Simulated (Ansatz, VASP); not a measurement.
**Mg in VASP and in Ansatz**

```
CELL_PARAMETERS angstrom
2.95879 0.00000 0.00000
-1.47940 2.56239 0.00000
0.00000 0.00000 3.13618
ATOMIC_POSITIONS crystal
Mg 0.00000 0.00000 0.00000
```

Change from the starting cell: strain -0.030 along x and y, +0.030 along z, atoms carried along.

Alike in both runs: task single point; functional LDA; k mesh 18 × 18 × 16; occupations gaussian, width 0.15 eV; no spin polarisation.

|  | VASP | Ansatz |
| --- | --- | --- |
| version | VASP 6.6.1 | Ansatz 0.2.0 |
| potentials or method | VASP PAW LDA potentials, release 64 (Mg), cutoff 520 eV | scalar-relativistic, plane waves, PAW |
| valence electrons in the cell | 2 | 10 |

|  | VASP | Ansatz | Ansatz less VASP |
| --- | --- | --- | --- |
| gap on the k mesh at the Fermi level (eV) | none | none | - |
| pressure (GPa) | 0.9 | 1.1 | +0.24 |
| traceless stress, the component that is largest in VASP (GPa) | -2.94 | -2.93 | +0.012 |

LDA's correlation is that of Perdew and Zunger in VASP and of Perdew and Wang (1992) in Ansatz. A gap of «none» marks a metal or a gap that the smearing closes. VASP's potentials hold 2 valence electrons a cell and Ansatz's 10, so a difference there can come from the potentials and not from the codes.
